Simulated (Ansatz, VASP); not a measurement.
## Two plane-wave programs on BeTe

```
Be Te
1.0
     0.00000    2.77000    2.77000
     2.77000    0.00000    2.77000
     2.77000    2.77000    0.00000
Be Te
1 1
Cartesian
  0.0000 0.0000 0.0000
  4.1550 4.1550 4.1550
```

Alike in both runs: task single point; functional PBE; k mesh 8 × 8 × 8; occupations gaussian, width 0.05 eV; no spin polarisation.

|  | VASP | Ansatz |
| --- | --- | --- |
| version | VASP 6.6.1 | Ansatz 0.2.0 |
| potentials or method | VASP PAW PBE potentials, release 64 (Be, Te), cutoff 600 eV | scalar-relativistic, plane waves, PAW |
| valence electrons in the cell | 8 | 18 |

|  | VASP | Ansatz | Ansatz less VASP |
| --- | --- | --- | --- |
| gap on the k mesh at the Fermi level (eV) | 1.85 | 1.86 | +0.016 |
| least direct gap on the mesh (eV) | 3.56 | 3.59 | +0.022 |
| pressure (GPa) | 4.5 | 4.3 | -0.18 |

VASP's potentials hold 8 valence electrons a cell and Ansatz's 18, so a difference there can come from the potentials and not from the codes.

Neither program's run includes spin-orbit coupling.
